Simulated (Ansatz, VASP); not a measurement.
NaPS in VASP and in Ansatz

```xyz
6
Lattice="3.5783 0.0000 0.0000 0.0000 3.5783 0.0000 0.0000 0.0000 9.4553" Properties=species:S:1:pos:R:3 pbc="T T T"
Na    0.0000    1.7891    0.0000
Na    1.7891    0.0000    4.7277
P     0.0000    0.0000    7.0915
P     0.0000    0.0000    2.3638
S     1.7891    1.7891    2.3638
S     1.7891    1.7891    7.0915
```

Alike in both runs: functional PBE; k mesh 6 × 6 × 2; occupations gaussian, width 0.1 eV; no spin polarisation.

Ansatz relaxed the structure, and its values are those at the end. VASP's run is a single point on that final structure, the one shown.

```csv
,VASP,Ansatz
version,VASP 6.6.1,Ansatz 0.2.0
potentials or method,"VASP PAW PBE potentials, release 64 (Na_pv, P, S), cutoff 520 eV","scalar-relativistic, plane waves, PAW"
valence electrons in the cell,36,40
```

|  | VASP | Ansatz | Ansatz less VASP |
| --- | --- | --- | --- |
| gap on the k mesh at the Fermi level (eV) | none | none | - |
| pressure (GPa) | 0.0 | 0.0 | +0.05 |

A gap of «none» marks a metal or a gap that the smearing closes. VASP's potentials hold 36 valence electrons a cell and Ansatz's 40, so a difference there can come from the potentials and not from the codes.
